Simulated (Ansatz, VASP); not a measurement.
Nb: VASP beside Ansatz

```
Nb
1.0
     0.00000    2.08327    2.05155
     2.08327    0.00000    2.05155
     2.08327    2.08327    0.00000
Nb
1
Direct
  0.00000 0.00000 0.00000
```

Change from the starting cell: strain -0.015 along x and y, -0.030 along z, atoms carried along.

Alike in both runs: task single point; functional PBEsol; k mesh 20 × 20 × 20; occupations gaussian, width 0.15 eV; no spin polarisation.

|  | VASP | Ansatz |
| --- | --- | --- |
| version | VASP 6.6.1 | Ansatz 0.2.0 |
| potentials or method | VASP PAW PBE potentials, release 64 (Nb_sv), cutoff 520 eV | scalar-relativistic, plane waves, PAW |
| valence electrons in the cell | 13 | 13 |

|  | VASP | Ansatz | Ansatz less VASP |
| --- | --- | --- | --- |
| gap on the k mesh at the Fermi level (eV) | none | none | - |
| pressure (GPa) | 2.9 | 3.2 | +0.33 |
| traceless stress, the component that is largest in VASP (GPa) | -3.29 | -3.31 | -0.012 |

VASP's potentials were made for PBE, not for PBEsol. A gap of «none» marks a metal or a gap that the smearing closes.
